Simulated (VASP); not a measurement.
# W (Im-3m) in VASP: further runs

Aim: see how the results for W move with the level of theory and the settings. Levels: RPBE+D3(BJ), RPBE+D4, LDA, PBE+D4. Tasks: relaxation of cell and atoms, single point.

Program: VASP 6.6.1. These are calculated values, not measurements. Logs are shortened: lines on timing, memory, paths and dates and some standing lists are left out, and cuts for length are marked.

## (1) The cell of the first run

Symmetry: Im-3m, No. 229, cubic system. Conventional cell: a = 3.165 Å, b = 3.165 Å, c = 3.165 Å, α = 90.00°, β = 90.00°, γ = 90.00°. W (site symmetry m-3m) has 14 W at 2.74 to 3.16 Å within 3.6 Å.

## (2) Relaxation of cell and atoms, RPBE+D3(BJ)

Contents of INCAR:

```
PREC = Accurate
ENCUT = 600
EDIFF = 1E-6
ISMEAR = -1
SIGMA = 0.05
LREAL = F
LASPH = T
NELM = 60
ALGO = Fast
ISIF = 3
LWAVE = F
LCHARG = F
GGA = RP
IVDW = 12
IBRION = 2
NSW = 60
EDIFFG = -0.01
```

Contents of KPOINTS:

```
Automatic mesh
0
Gamma
  12 12 12
```

Contents of POSCAR:

```
W
1.0
   -1.5823450000      1.5823450000      1.5823450000
    1.5823450000     -1.5823450000      1.5823450000
    1.5823450000      1.5823450000     -1.5823450000
W
1
Direct
    0.0000000000      0.0000000000      0.0000000000
```

Potentials or basis: VASP PAW PBE potentials, release 64 (W_sv).

Launch:

```sh
> cat potpaw_PBE.64/W_sv/POTCAR > POTCAR
> mpirun -np 1 vasp_std > vasp.out
```

OUTCAR:

```text
PREC = Accurate
   ENCUT = 600
   EDIFF = 1E-6
   ISMEAR = -1
   LREAL = F
   LASPH = T
   NELM = 60
   ISIF = 3
   GGA = RP
   IVDW = 12
   IBRION = 2
   NSW = 60
   EDIFFG = -0.01
 IVDW          = 12

 ion  position               nearest neighbor table
   1  0.000  0.000  0.000-

  LATTYP: Found a body centered cubic cell.
 ALAT       =     3.1646900000

  Lattice vectors:

 A1 = (  -1.5823450000,   1.5823450000,   1.5823450000)
 A2 = (   1.5823450000,  -1.5823450000,   1.5823450000)
 A3 = (   1.5823450000,   1.5823450000,  -1.5823450000)

Analysis of symmetry for initial positions (statically):
=====================================================================
 Subroutine PRICEL returns:
 Original cell was already a primitive cell.

 Routine SETGRP: Setting up the symmetry group for a
 body centered cubic supercell.

 Subroutine GETGRP returns: Found 48 space group operations
 (whereof 48 operations were pure point group operations)
 out of a pool of 48 trial point group operations.

The static configuration has the point symmetry O_h .

Analysis of symmetry for dynamics (positions and initial velocities):
=====================================================================
 Subroutine PRICEL returns:
 Original cell was already a primitive cell.

 Routine SETGRP: Setting up the symmetry group for a
 body centered cubic supercell.

 Subroutine GETGRP returns: Found 48 space group operations
 (whereof 48 operations were pure point group operations)
 out of a pool of 48 trial point group operations.

The dynamic configuration has the point symmetry O_h .

 Subroutine INISYM returns: Found 48 space group operations
 (whereof 48 operations are pure point group operations),
 and found     1 'primitive' translations

----------------------------------------------------------------------------------------

                                     Primitive cell

  volume of cell :      15.8476

  direct lattice vectors                    reciprocal lattice vectors
    -1.582345000  1.582345000  1.582345000     0.000000000  0.315986716  0.315986716
     1.582345000 -1.582345000  1.582345000     0.315986716  0.000000000  0.315986716
     1.582345000  1.582345000 -1.582345000     0.315986716  0.315986716  0.000000000

  length of vectors
     2.740701935  2.740701935  2.740701935     0.446872699  0.446872699  0.446872699

  position of ions in fractional coordinates (direct lattice)
     0.000000000  0.000000000  0.000000000

  ion indices of the primitive-cell ions
   primitive index   ion index
                 1           1

----------------------------------------------------------------------------------------

 KPOINTS: Automatic mesh

Automatic generation of k-mesh.
 Grid dimensions read from file:
 generate k-points for:   12   12   12

 Generating k-lattice:

  Cartesian coordinates                     Fractional coordinates (reciprocal lattice)
     0.000000000  0.026332226  0.026332226     0.083333333  0.000000000  0.000000000
     0.026332226  0.000000000  0.026332226     0.000000000  0.083333333  0.000000000
     0.026332226  0.026332226  0.000000000     0.000000000  0.000000000  0.083333333

  Length of vectors
     0.037239392  0.037239392  0.037239392

  Shift w.r.t. Gamma in fractional coordinates (k-lattice)
     0.000000000  0.000000000  0.000000000

 Subroutine IBZKPT returns following result:
 ===========================================

 Found     72 irreducible k-points:

 Following reciprocal coordinates:
            Coordinates               Weight
  0.000000  0.000000  0.000000      1.000000
  0.083333  0.000000  0.000000     12.000000
  0.166667  0.000000  0.000000     12.000000
  0.250000  0.000000  0.000000     12.000000
  0.333333  0.000000  0.000000     12.000000
  0.416667  0.000000  0.000000     12.000000
[... 16 lines left out ...]
  0.333333  0.083333  0.083333     24.000000
  0.416667  0.083333  0.083333     12.000000
 [... further k-points ...]
   k-points           NKPTS =     72   k-points in BZ     NKDIM =     72   number of bands    NBANDS=     11
   number of dos      NEDOS =    301   number of ions     NIONS =      1
   total plane-waves  NPLWV =  13824
   dimension x,y,z NGX =    24 NGY =   24 NGZ =   24
   dimension x,y,z NGXF=    48 NGYF=   48 NGZF=   48
   ions per type =               1
   NGX,Y,Z   is equivalent  to a cutoff of  14.56, 14.56, 14.56 a.u.
   NGXF,Y,Z  is equivalent  to a cutoff of  29.12, 29.12, 29.12 a.u.
 SYSTEM =  unknown system
   PREC   = accura    normal or accurate (medium, high low for compatibility)
   ISTART =      0    job   : 0-new  1-cont  2-samecut
   ICHARG =      2    charge: 1-file 2-atom 10-const
   ISPIN  =      1    spin polarized calculation?
   LNONCOLLINEAR =      F non collinear calculations
   LSORBIT =      F    spin-orbit coupling
   LASPH  =      T    aspherical Exc in radial PAW
   ENCUT  =  600.0 eV  44.10 Ry    6.64 a.u.   5.47  5.47  5.47*2*pi/ulx,y,z
   NELM   =     60;   NELMIN=  2; NELMDL= -5     # of ELM steps
   EDIFF  = 0.1E-05   stopping-criterion for ELM
   LREAL  =      F    real-space projection
   EDIFFG = -.1E-01   stopping-criterion for IOM
   NSW    =     60    number of steps for IOM
   IBRION =      2    ionic relax: 0-MD 1-quasi-New 2-CG
   NFREE  =      1    steps in history (QN), initial steepest desc. (CG)
   ISIF   =      3    stress and relaxation
   ISYM   =      2    0-nonsym 1-usesym 2-fastsym
   POTIM  = 0.5000    time-step for ionic-motion
   TEBEG  =    0.0;   TEEND  =   0.0 temperature during run
   PSTRESS=    0.0 pullay stress
   NELECT =      14.0000    total number of electrons
   NUPDOWN=      -1.0000    fix difference up-down
   EMIN   =  10.00;   EMAX   =-10.00  energy-range for DOS
   EFERMI =   0.00;   METHOD = LEGACY
   ISMEAR =    -1;   SIGMA  =   0.05  broadening in eV -4-tet -1-fermi 0-gaus
   EFERMI_NEDOS =   21; number of points for ismear=-14 and -15
   IALGO  =     68    algorithm
   IMIX   =      4    mixing-type and parameters
     AMIX     =   0.40;   BMIX     =  1.00
     AMIX_MAG =   1.60;   BMIX_MAG =  1.00
  volume/ion in A,a.u.               =      15.85       106.94
  Fermi-wavevector in a.u.,A,eV,Ry     =   1.570832  2.968442 33.572544  2.467512
  Thomas-Fermi vector in A             =   2.672506
   LORBIT       =      0    0 simple, 1 ext, 2 COOP (PROOUT), +10 PAW based schemes
   GGA     = RP    functional components
   LHFCALC =     F    Hartree Fock is set to
   AEXX    =    0.0000 exact exchange contribution
   IVDW    =    12    specifies the selected vdW correction
   LEPSILON=     F    determine dielectric tensor
   LRPA    =     F    only Hartree local field effects (RPA)
 conjugate gradient relaxation of ions
 non-spin polarized calculation
 RMM-DIIS sequential band-by-band and
  energy-cutoff  :      600.00
  volume of cell :       15.85
 maximum number of plane-waves:       543
 NGX is ok and might be reduce to    24
   NGX = 11   NGY = 11   NGZ = 11

--------------------------------------- Ionic step        1  -------------------------------------------

 number of electron      14.0000002 magnetization

 Free energy of the ion-electron system (eV)
  ---------------------------------------------------
  ext. energy  EPLUGINS =         0.00000000
  ---------------------------------------------------
  free energy    TOTEN  =       -12.39046082 eV

  energy without entropy =      -12.38588417  energy(sigma->0) =      -12.38817250

------------------------ aborting loop because EDIFF is reached ----------------------------------------

 Edisp (eV)   -4.80836

 E8    (eV) :    -3.5437

  FORCE on cell =-STRESS in cart. coord.  units (eV):
  Direction    XX          YY          ZZ          XY          YZ          ZX
  --------------------------------------------------------------------------------------
  -------------------------------------------------------------------------------------
  Total      -3.77535    -3.77535    -3.77535     0.00000     0.00000     0.00000
  in kB    -381.68425  -381.68425  -381.68425     0.00000     0.00000     0.00000
  external pressure =     -381.68 kB  Pullay stress =        0.00 kB
[... 254 lines left out ...]
  energy  without entropy=      -17.4190111314  energy(sigma->0) =      -17.42128322

--------------------------------------- Ionic step        8  -------------------------------------------

 number of electron      14.0000001 magnetization

 Free energy of the ion-electron system (eV)
  ---------------------------------------------------
  ext. energy  EPLUGINS =         0.00000000
  ---------------------------------------------------
  free energy    TOTEN  =       -12.04078932 eV

  energy without entropy =      -12.03641536  energy(sigma->0) =      -12.03860234

 E-fermi :  13.3294     XC(G=0): -14.2607

 val. band max:       13.3273470362   @ k =  -0.1667   0.2500   0.0833
 cond. band min:      13.3456123461   @ k =   0.1667   0.0000   0.0000
 fundamental gap:      0.0182653100
 Fermi energy:        13.3294202940

 k-point     1 :       0.0000    0.0000    0.0000
  band No.  band energies     occupation
      1     -60.7662      2.00000
      2     -24.1115      2.00000
      3     -24.1115      2.00000
      4     -24.1115      2.00000
      5       3.0251      2.00000
      6      11.8612      2.00000
      7      11.8612      2.00000
      8      11.8612      2.00000
      9      15.8523      0.00000
     10      15.8523      0.00000
     11      28.0175      0.00000
[... 309 lines left out ...]
 k-point    24 :       0.4167    0.0833    0.0833
  band No.  band energies     occupation
      1     -60.5389      2.00000
      2     -25.8627      2.00000
      3     -24.8009      2.00000
      4     -24.2572      2.00000
      5       6.9954      2.00000
      6       9.1103      2.00000
      7      13.3238      1.05657
      8      16.1227      0.00000
      9      17.0232      0.00000
     10      21.9591      0.00000
     11      24.9762      0.00000

 [... further k-points ...]

------------------------ aborting loop because EDIFF is reached ----------------------------------------

 Edisp (eV)   -5.38322

 E8    (eV) :    -3.9581

  FORCE on cell =-STRESS in cart. coord.  units (eV):
  Direction    XX          YY          ZZ          XY          YZ          ZX
  --------------------------------------------------------------------------------------
  -------------------------------------------------------------------------------------
  Total      -0.00146    -0.00146    -0.00146     0.00000     0.00000     0.00000
  in kB      -0.16591    -0.16591    -0.16591     0.00000     0.00000     0.00000
  external pressure =       -0.17 kB  Pullay stress =        0.00 kB
[... 16 lines left out ...]
  FREE ENERGIE OF THE ION-ELECTRON SYSTEM (eV)
  ---------------------------------------------------
  free  energy   TOTEN  =       -17.4240110290 eV

  energy  without entropy=      -17.4196370633  energy(sigma->0) =      -17.42182405

 reached required accuracy - stopping structural energy minimisation
```

It took 31 s on 1 thread of Intel Xeon 6975P-C (Granite Rapids), shared host; peak memory 0.17 GiB.

Results:

```
Free energy                            : -17.4240 eV
Relaxed volume                         : 14.11 Å³/atom
Relaxed cell                           : a = 2.637 Å, b = 2.637 Å, c = 2.637 Å, α = 109.47°, β = 109.47°, γ = 109.47°
Space group after relaxing (to 0.05 Å) : Im-3m (No. 229)
Energy gained by relaxing              : 225.2 meV/atom
Ionic steps                            : 8
Pressure after relaxing                : 0.0 GPa
Band gap on the k mesh                 : zero (band 7 reaches 19.37 eV, above the bottom of band 8 at 11.86 eV)
Dispersion energy per atom             : -5.383 eV
```

The path:
| step | energy change (eV) | largest force (eV/Å) | pressure (GPa) | volume (Å³) |
| --- | --- | --- | --- | --- |
| 1 | 0.0000 | 0.0000 | -38.17 | 15.85 |
| 2 | 5.7617 | 0.0000 | 520.68 | 8.67 |
| 3 | -0.2121 | 0.0000 | -10.60 | 14.50 |
| 4 | -0.2227 | 0.0000 | -4.43 | 14.28 |
| 5 | -0.2252 | 0.0000 | -0.23 | 14.12 |
| 6 | -0.2252 | 0.0000 | 0.60 | 14.09 |
| 7 | -0.2247 | 0.0000 | -1.97 | 14.18 |
| 8 | -0.2252 | 0.0000 | -0.02 | 14.11 |

Final structure:
```yaml
crystal:
  lattice:
    - [-1.52229, 1.52229, 1.52229]
    - [1.52229, -1.52229, 1.52229]
    - [1.52229, 1.52229, -1.52229]
  atoms:
    - { symbol: W, position: [0.00000, 0.00000, 0.00000] }
```

Levels at points of the mesh, in eV from the Fermi level:
| k point | band 3 | band 4 | band 5 | band 6 | band 7 | band 8 | band 9 | band 10 | band 11 |
| --- | --- | --- | --- | --- | --- | --- | --- | --- | --- |
| (0.00, 0.00, 0.00) | -37.44 | -37.44 | -10.30 | -1.47 | -1.47 | -1.47 | 2.52 | 2.52 | 14.69 |
| (0.50, 0.00, 0.00) | -38.04 | -37.46 | -7.11 | -4.21 | 1.11 | 2.51 | 3.64 | 7.24 | 11.71 |
| (0.50, 0.50, 0.50) | -38.73 | -38.73 | -6.88 | -6.88 | 6.04 | 6.04 | 6.04 | 9.21 | 9.21 |

Caveat: the PAW data sets were made with another functional, which shifts forces and pressure a little; spin-orbit coupling is left out, which moves the levels of the heavy elements; the volume moved by -11 % from the deposited cell, more than functionals usually miss; pairwise dispersion overbinds metals, which lowers pressure and volume.

(Continued in part 2 of 2.)
